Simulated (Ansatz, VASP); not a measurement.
## One calculation of GaP, two programs

```
CELL_PARAMETERS angstrom
0.00000 2.52740 2.52740
2.52740 0.00000 2.52740
2.52740 2.52740 0.00000
ATOMIC_POSITIONS crystal
Ga 0.00000 0.00000 0.00000
P 0.50000 0.50000 0.50000
```

Change from the starting cell: volume scaled by 0.94, LAPW.

Alike in both runs: task single point; functional PBE; k mesh 14 × 14 × 14; occupations fermi-dirac, width 0.1 eV; no spin polarisation.

|  | VASP | Ansatz |
| --- | --- | --- |
| version | VASP 6.6.1 | Ansatz 0.2.0 |
| potentials or method | VASP PAW PBE potentials, release 64 (Ga_d, P), cutoff 520 eV | all-electron LAPW, scalar-relativistic |

```csv
,VASP,Ansatz,Ansatz less VASP
pressure (GPa),6.3,6.3,-0.06
```

Ansatz ran all-electron here, and VASP with PAW potentials.
